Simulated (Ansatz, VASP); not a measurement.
One calculation of Mn3SnH, two programs

```
CELL_PARAMETERS angstrom
3.75862 0.00000 0.00000
0.00000 3.75862 0.00000
0.00000 0.00000 3.75862
ATOMIC_POSITIONS crystal
Mn 0.50000 0.00000 0.00000
Mn 0.00000 0.50000 0.00000
Mn 0.00000 0.00000 0.50000
Sn 0.50000 0.50000 0.50000
H 0.00000 0.00000 0.00000
```

Alike in both runs: functional LDA; k mesh 5 × 5 × 5; occupations fermi-dirac, width 0.1 eV; collinear spin.

Ansatz relaxed the structure, and its values are those at the end. VASP's run is a single point on that final structure, the one shown.

|  | VASP | Ansatz |
| --- | --- | --- |
| version | VASP 6.6.1 | Ansatz 0.2.0 |
| potentials or method | VASP PAW LDA potentials, release 64 (Mn_pv, Sn_d, H) | plane waves, PAW |
| plane-wave cutoff (eV) | 520 | 420 |
| valence electrons in the cell | 54 | 60 |

VASP gave:

| Item | Value |
| --- | --- |
| pressure (GPa) | -0.1 |
| net moment per atom (μB) | 1.16 |
| size of the moment on the site where the two differ most (μB) | 1.90 |

Task: Estimate Ansatz's values.

Result: Pressure (GPa): 0.0; net moment per atom (μB): 1.18; size of the moment on the site where the two differ most (μB): 1.66.

LDA's correlation is that of Perdew and Zunger in VASP and of Perdew and Wang (1992) in Ansatz. Site moments also hang on the region over which each program counts them. VASP's potentials hold 54 valence electrons a cell and Ansatz's 60, so a difference there can come from the potentials and not from the codes.
